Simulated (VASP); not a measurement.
# Pt (R-3m) in VASP: a series of runs

Runs on Pt. Level: r2SCAN. Tasks: single point.

Everything below comes from runs of VASP 6.6.1. Logs are shortened: lines on timing, memory, paths and dates and some standing lists are left out, and cuts for length are marked.

## Step 1: The cell of the first run

It takes space group R-3m (No. 166, trigonal). Conventional cell: a = 4.591 Å, b = 4.591 Å, c = 2.614 Å, α = 90.00°, β = 90.00°, γ = 120.00°. Pt (site symmetry -3m) has 14 Pt at 2.61 to 3.17 Å within 3.4 Å.

## Step 2: Single point, r2SCAN

Contents of POSCAR:

```
Pt
1.0
   -1.6608801563      1.5851396932      1.5851396932
    1.5851396932     -1.6608801563      1.5851396932
    1.5851396932      1.5851396932     -1.6608801563
Pt
1
Direct
    0.0000000000      0.0000000000      0.0000000000
```

Contents of INCAR.step1:

```
SYSTEM = Pt
  PREC = Accurate
  ENCUT = 520
  ISMEAR = 0
  SIGMA = 0.15
  LREAL = .False.
  LASPH = .True.
  NELM = 60
  NBANDS = 11
  GGA = PE
  ALGO = Normal
  EDIFF = 1E-4
  LWAVE = .True.
  LCHARG = .False.
```

Contents of INCAR.step2:

```
SYSTEM = Pt
  PREC = Accurate
  ENCUT = 520
  EDIFF = 1E-6
  ISMEAR = 0
  SIGMA = 0.15
  LREAL = .False.
  LASPH = .True.
  NELM = 60
  ALGO = Normal
  ISIF = 2
  LWAVE = .False.
  LCHARG = .False.
  METAGGA = R2SCAN
  LMIXTAU = .True.
  NBANDS = 11
  ISTART = 1
```

Contents of KPOINTS:

```
regular mesh
0
Gamma
  24 24 24
  0 0 0
```

Potentials or basis: VASP PAW PBE potentials, release 64 (Pt).

Command:

```console
$ cat potpaw_PBE.64/Pt/POTCAR > POTCAR
$ cp INCAR.step1 INCAR
$ mpirun -np 1 vasp_std > vasp.out
$ cp INCAR.step2 INCAR
$ mpirun -np 1 vasp_std > vasp.out
```

OUTCAR:

```text
SYSTEM = Pt
   PREC = Accurate
   ENCUT = 520
   EDIFF = 1E-6
   ISMEAR = 0
   LREAL = .False.
   LASPH = .True.
   NELM = 60
   ISIF = 2
   METAGGA = R2SCAN
   ISTART = 1

 ion  position               nearest neighbor table
   1  0.000  0.000  0.000-

  LATTYP: Found a trigonal (rhomboedric) cell.
 ALAT       =     2.7899567358
 COS(alpha) =    -0.3536531715

  Lattice vectors:

 A1 = (  -1.6608801563,   1.5851396932,   1.5851396932)
 A2 = (   1.5851396932,  -1.6608801563,   1.5851396932)
 A3 = (   1.5851396932,   1.5851396932,  -1.6608801563)

Analysis of symmetry for initial positions (statically):
=====================================================================
 Subroutine PRICEL returns:
 Original cell was already a primitive cell.

 Routine SETGRP: Setting up the symmetry group for a
 trigonal (rhombohedral) supercell.

 Subroutine GETGRP returns: Found 12 space group operations
 (whereof 12 operations were pure point group operations)
 out of a pool of 12 trial point group operations.

The static configuration has the point symmetry D_3d.

Analysis of symmetry for dynamics (positions and initial velocities):
=====================================================================
 Subroutine PRICEL returns:
 Original cell was already a primitive cell.

 Routine SETGRP: Setting up the symmetry group for a
 trigonal (rhombohedral) supercell.

 Subroutine GETGRP returns: Found 12 space group operations
 (whereof 12 operations were pure point group operations)
 out of a pool of 12 trial point group operations.

The dynamic configuration has the point symmetry D_3d.

 Subroutine INISYM returns: Found 12 space group operations
 (whereof 12 operations are pure point group operations),
 and found     1 'primitive' translations

----------------------------------------------------------------------------------------

                                     Primitive cell

  volume of cell :      15.9040

  direct lattice vectors                    reciprocal lattice vectors
    -1.660880156  1.585139693  1.585139693     0.015458689  0.323528278  0.323528278
     1.585139693 -1.660880156  1.585139693     0.323528278  0.015458689  0.323528278
     1.585139693  1.585139693 -1.660880156     0.323528278  0.323528278  0.015458689

  length of vectors
     2.789956736  2.789956736  2.789956736     0.457799153  0.457799153  0.457799153

  position of ions in fractional coordinates (direct lattice)
     0.000000000  0.000000000  0.000000000

  ion indices of the primitive-cell ions
   primitive index   ion index
                 1           1

----------------------------------------------------------------------------------------

 KPOINTS: regular mesh

Automatic generation of k-mesh.
 Grid dimensions read from file:
 generate k-points for:   24   24   24

 Generating k-lattice:

  Cartesian coordinates                     Fractional coordinates (reciprocal lattice)
     0.000644112  0.013480345  0.013480345     0.041666667  0.000000000  0.000000000
     0.013480345  0.000644112  0.013480345     0.000000000  0.041666667  0.000000000
     0.013480345  0.013480345  0.000644112     0.000000000  0.000000000  0.041666667

  Length of vectors
     0.019074965  0.019074965  0.019074965

  Shift w.r.t. Gamma in fractional coordinates (k-lattice)
     0.000000000  0.000000000  0.000000000

 Subroutine IBZKPT returns following result:
 ===========================================

 Found   1313 irreducible k-points:

 Following reciprocal coordinates:
            Coordinates               Weight
  0.000000  0.000000  0.000000      1.000000
  0.041667 -0.000000 -0.000000      6.000000
  0.083333 -0.000000 -0.000000      6.000000
  0.125000 -0.000000 -0.000000      6.000000
  0.166667 -0.000000 -0.000000      6.000000
  0.208333 -0.000000 -0.000000      6.000000
[... 16 lines left out ...]
  0.416667  0.041667 -0.000000     12.000000
  0.458333  0.041667 -0.000000     12.000000
 [... further k-points ...]
   k-points           NKPTS =   1313   k-points in BZ     NKDIM =   1313   number of bands    NBANDS=     11
   number of dos      NEDOS =    301   number of ions     NIONS =      1
   total plane-waves  NPLWV =  13824
   dimension x,y,z NGX =    24 NGY =   24 NGZ =   24
   dimension x,y,z NGXF=    48 NGYF=   48 NGZF=   48
   ions per type =               1
   NGX,Y,Z   is equivalent  to a cutoff of  14.30, 14.30, 14.30 a.u.
   NGXF,Y,Z  is equivalent  to a cutoff of  28.60, 28.60, 28.60 a.u.
 SYSTEM =  Pt
   PREC   = accura    normal or accurate (medium, high low for compatibility)
   ISTART =      1    job   : 0-new  1-cont  2-samecut
   ICHARG =      0    charge: 1-file 2-atom 10-const
   ISPIN  =      1    spin polarized calculation?
   LNONCOLLINEAR =      F non collinear calculations
   LSORBIT =      F    spin-orbit coupling
   LASPH  =      T    aspherical Exc in radial PAW
   ENCUT  =  520.0 eV  38.22 Ry    6.18 a.u.   5.19  5.19  5.19*2*pi/ulx,y,z
   NELM   =     60;   NELMIN=  2; NELMDL=  0     # of ELM steps
   EDIFF  = 0.1E-05   stopping-criterion for ELM
   LREAL  =      F    real-space projection
   EDIFFG = 0.1E-04   stopping-criterion for IOM
   NSW    =      0    number of steps for IOM
   IBRION =     -1    ionic relax: 0-MD 1-quasi-New 2-CG
   NFREE  =      0    steps in history (QN), initial steepest desc. (CG)
   ISIF   =      2    stress and relaxation
   ISYM   =      2    0-nonsym 1-usesym 2-fastsym
   POTIM  = 0.5000    time-step for ionic-motion
   TEBEG  =    0.0;   TEEND  =   0.0 temperature during run
   PSTRESS=    0.0 pullay stress
   NELECT =      10.0000    total number of electrons
   NUPDOWN=      -1.0000    fix difference up-down
   EMIN   =  10.00;   EMAX   =-10.00  energy-range for DOS
   EFERMI =   0.00;   METHOD = LEGACY
   ISMEAR =     0;   SIGMA  =   0.15  broadening in eV -4-tet -1-fermi 0-gaus
   EFERMI_NEDOS =   21; number of points for ismear=-14 and -15
   IALGO  =     38    algorithm
   IMIX   =      4    mixing-type and parameters
     AMIX     =   0.40;   BMIX     =  1.00
     AMIX_MAG =   1.60;   BMIX_MAG =  1.00
  volume/ion in A,a.u.               =      15.90       107.33
  Fermi-wavevector in a.u.,A,eV,Ry     =   1.402510  2.650360 26.763132  1.967035
  Thomas-Fermi vector in A             =   2.525265
   LORBIT       =      0    0 simple, 1 ext, 2 COOP (PROOUT), +10 PAW based schemes
   METAGGA = R2SCAN    functional components
   LHFCALC =     F    Hartree Fock is set to
   AEXX    =    0.0000 exact exchange contribution
   IVDW    =     0    specifies the selected vdW correction
   LEPSILON=     F    determine dielectric tensor
   LRPA    =     F    only Hartree local field effects (RPA)
 non-spin polarized calculation
 Gauss-broadening in eV      SIGMA  =   0.15
  energy-cutoff  :      520.00
  volume of cell :       15.90
 maximum number of plane-waves:       444
 NGX is ok and might be reduce to    24

 number of electron      10.0000001 magnetization

 Free energy of the ion-electron system (eV)
  ---------------------------------------------------
  ext. energy  EPLUGINS =         0.00000000
  ---------------------------------------------------
  free energy    TOTEN  =       -51.34730399 eV

  energy without entropy =      -51.33548611  energy(sigma->0) =      -51.34139505

 E-fermi :   9.8454     XC(G=0): -14.2176

 val. band max:        9.8441680334   @ k =  -0.3750   0.5000   0.1250
 cond. band min:       9.8462850393   @ k =  -0.3333   0.3333   0.1250
 fundamental gap:      0.0021170059
 Fermi energy:         9.8453811002

 k-point     1 :       0.0000    0.0000    0.0000
  band No.  band energies     occupation
      1       0.1815      2.00000
      2       5.5380      2.00000
      3       6.5574      2.00000
      4       6.5574      2.00000
      5       8.8522      2.00000
      6       8.8522      2.00000
      7      27.0831      0.00000
      8      28.2925      0.00000
      9      28.2925      0.00000
     10      37.8131      0.00000
     11      37.8132      0.00000

 k-point     2 :       0.0417   -0.0000   -0.0000
  band No.  band energies     occupation
      1       0.2607      2.00000
      2       5.5899      2.00000
      3       6.5288      2.00000
      4       6.5824      2.00000
      5       8.7946      2.00000
      6       8.8423      2.00000
      7      27.1480      0.00000
      8      28.3766      0.00000
      9      28.4043      0.00000
     10      36.3317      0.00000
     11      37.0796      0.00000

 k-point     3 :       0.0833   -0.0000   -0.0000
  band No.  band energies     occupation
      1       0.4948      2.00000
      2       5.7364      2.00000
      3       6.4449      2.00000
      4       6.6614      2.00000
      5       8.6379      2.00000
      6       8.8156      2.00000
      7      27.3209      0.00000
      8      28.5825      0.00000
      9      28.7298      0.00000
     10      34.8361      0.00000
     11      35.7283      0.00000

 k-point     4 :       0.1250   -0.0000   -0.0000
  band No.  band energies     occupation
      1       0.8718      2.00000
      2       5.9442      2.00000
      3       6.3118      2.00000
      4       6.8126      2.00000
      5       8.4274      2.00000
      6       8.7798      2.00000
      7      27.5214      0.00000
      8      28.7436      0.00000
      9      29.2377      0.00000
     10      33.6316      0.00000
     11      34.2270      0.00000
[... 239 lines left out ...]
 k-point    22 :       0.3750    0.0417   -0.0000
  band No.  band energies     occupation
      1       3.3308      2.00000
      2       5.1248      2.00000
      3       7.9662      2.00000
      4       8.6604      2.00000
      5       9.0376      2.00000
      6      10.7361      0.00000
      7      19.5644      0.00000
      8      24.2823      0.00000
      9      27.2951      0.00000
     10      34.1029      0.00000
     11      34.7106      0.00000

 k-point    23 :       0.4167    0.0417   -0.0000
  band No.  band energies     occupation
      1       3.2941      2.00000
      2       5.0314      2.00000
      3       8.2715      2.00000
      4       8.6850      2.00000
      5       9.6659      1.90940
      6      11.3339      0.00000
      7      18.1307      0.00000
      8      23.8955      0.00000
      9      26.4404      0.00000
     10      34.2981      0.00000
     11      35.0763      0.00000

 k-point    24 :       0.4583    0.0417   -0.0000
  band No.  band energies     occupation
      1       3.2638      2.00000
      2       4.9855      2.00000
      3       8.4054      2.00000
      4       8.6800      2.00000
      5      10.1951      0.00098
      6      11.6344      0.00000
      7      17.2553      0.00000
      8      23.6979      0.00000
      9      25.9881      0.00000
     10      34.2186      0.00000
     11      35.4232      0.00000

 [... further k-points ...]

------------------------ aborting loop because EDIFF is reached ----------------------------------------

  FORCE on cell =-STRESS in cart. coord.  units (eV):
  Direction    XX          YY          ZZ          XY          YZ          ZX
  --------------------------------------------------------------------------------------
  -------------------------------------------------------------------------------------
  Total       -0.3769172     -0.3769172     -0.3769172      0.8534269      0.8534269      0.8534269
  in kB      -37.9708329    -37.9708329    -37.9708329     85.9746569     85.9746569     85.9746569
  external PRESSURE =     -37.9708329 kB  Pullay stress =       0.0000000 kB

 VOLUME and BASIS-vectors are now :
 -----------------------------------------------------------------------------
  energy-cutoff  :      520.00
  volume of cell :       15.90
      direct lattice vectors                 reciprocal lattice vectors
    -1.660880156  1.585139693  1.585139693     0.015458689  0.323528278  0.323528278
     1.585139693 -1.660880156  1.585139693     0.323528278  0.015458689  0.323528278
     1.585139693  1.585139693 -1.660880156     0.323528278  0.323528278  0.015458689

 POSITION                                       TOTAL-FORCE (eV/Angst)
 -----------------------------------------------------------------------------------
      0.00000      0.00000      0.00000         0.000000      0.000000     -0.000000
 -----------------------------------------------------------------------------------
    total drift:                                0.000000      0.000000      0.000000

  FREE ENERGIE OF THE ION-ELECTRON SYSTEM (eV)
  ---------------------------------------------------
  free  energy   TOTEN  =       -51.3473039946 eV

  energy  without entropy=      -51.3354861116  energy(sigma->0) =      -51.34139505
```

It took 8 min on 1 thread of Intel Xeon Platinum 8375C at 2.90GHz (Ice Lake), shared host; peak memory 0.35 GiB.

Results:

```
Free energy            : -51.3473 eV
Pressure               : -3.8 GPa
Band gap on the k mesh : zero (band 5 reaches 11.06 eV, above the bottom of band 6 at 8.36 eV)
```

Levels at points of the mesh, in eV from the Fermi level:
```
           k point  band 1  band 2  band 3  band 4  band 5  band 6  band 7  band 8  band 9  band 10
(0.00, 0.00, 0.00)   -9.66   -4.31   -3.29   -3.29   -0.99   -0.99   17.24   18.45   18.45    27.97
(0.50, 0.00, 0.00)   -6.63   -4.88   -1.42   -1.07    0.87    1.22    7.33   13.80   16.26    24.39
(0.50, 0.50, 0.00)   -6.83   -5.25   -1.01   -0.53    0.14    0.89    5.94   13.87   17.50    24.98
(0.50, 0.50, 0.50)   -6.25   -6.25    0.23    0.23    1.18    8.12    8.12    8.20   13.52    19.77
```

Caveat: the PAW data sets were made with another functional, which shifts forces and pressure a little; spin-orbit coupling is left out, which moves the levels of the heavy elements.

## Step 3: Single point, r2SCAN

This run uses another cell than the first one, of the same volume but with other edges.

Contents of POSCAR:

```
Pt
1.0
   -1.5029199059      1.5852716816      1.5852716816
    1.5852716816     -1.5029199059      1.5852716816
    1.5852716816      1.5852716816     -1.5029199059
Pt
1
Direct
    0.0000000000      0.0000000000      0.0000000000
```

Contents of INCAR.step1:

```
SYSTEM = Pt
ALGO     = Normal         ! electronic algorithm
EDIFF    = 1E-4           ! SCF threshold, eV
ENCUT    = 520            ! plane-wave cutoff, eV
GGA      = PE             ! functional
ISMEAR   = 0              ! smearing method
LASPH    = .TRUE.         ! aspherical terms in the spheres
LCHARG   = .FALSE.        ! write CHGCAR
LREAL    = .FALSE.        ! projectors in reciprocal space
LWAVE    = .TRUE.         ! write WAVECAR
NBANDS   = 11             ! bands
NELM     = 80             ! most SCF steps
PREC     = Accurate       ! precision mode
SIGMA    = 0.15           ! smearing width, eV
```

Contents of INCAR.step2:

```
SYSTEM = Pt
ALGO     = Normal         ! electronic algorithm
EDIFF    = 1E-7           ! SCF threshold, eV
ENCUT    = 520            ! plane-wave cutoff, eV
ISIF     = 2              ! what is computed and relaxed
ISMEAR   = 0              ! smearing method
ISTART   = 1            
LASPH    = .TRUE.         ! aspherical terms in the spheres
LCHARG   = .TRUE.         ! write CHGCAR
LELF     = .TRUE.         ! ELF
LMIXTAU  = .TRUE.       
LREAL    = .FALSE.        ! projectors in reciprocal space
LVHAR    = .TRUE.       
LWAVE    = .FALSE.        ! write WAVECAR
METAGGA  = R2SCAN         ! meta-GGA
NBANDS   = 11             ! bands
NELM     = 80             ! most SCF steps
PREC     = Accurate       ! precision mode
SIGMA    = 0.15           ! smearing width, eV
```

Contents of KPOINTS:

```
k-points
0
G
  24 24 24
  0 0 0
```

Potentials or basis: VASP PAW PBE potentials, release 64 (Pt).

Command:

```console
$ cat potpaw_PBE.64/Pt/POTCAR > POTCAR
$ cp INCAR.step1 INCAR
$ mpirun -np 1 vasp_std > vasp.out
$ cp INCAR.step2 INCAR
$ mpirun -np 1 vasp_std > vasp.out
```

It took 8.2 min on 1 thread of Intel Xeon Platinum 8375C at 2.90GHz (Ice Lake), shared host; peak memory 0.33 GiB.

The run converged. Its results:

```
Free energy            : -51.3614 eV
Pressure               : -4.0 GPa
Band gap on the k mesh : zero (band 5 reaches 11.13 eV, above the bottom of band 6 at 8.68 eV)
```

Stress tensor (GPa, compression positive):
```
-4.04 -5.02 -5.02
-5.02 -4.04 -5.02
-5.02 -5.02 -4.04
```

Levels at points of the mesh, in eV from the Fermi level:
```csv
k point,band 1,band 2,band 3,band 4,band 5,band 6,band 7,band 8,band 9,band 10
"(0.00, 0.00, 0.00)",-9.65,-3.99,-3.99,-2.84,-1.00,-1.00,17.59,17.59,19.06,26.93
"(0.50, 0.00, 0.00)",-6.78,-5.19,-1.06,-0.59,0.16,0.80,6.07,14.45,17.01,26.02
"(0.50, 0.50, 0.00)",-6.64,-4.93,-1.33,-1.01,0.87,1.32,7.23,13.22,16.79,24.35
"(0.50, 0.50, 0.50)",-6.24,-6.24,-0.18,0.92,0.92,8.15,8.16,8.16,13.52,19.79
```

Caveat: the PAW data sets were made with another functional, which shifts forces and pressure a little; spin-orbit coupling is left out, which moves the levels of the heavy elements.
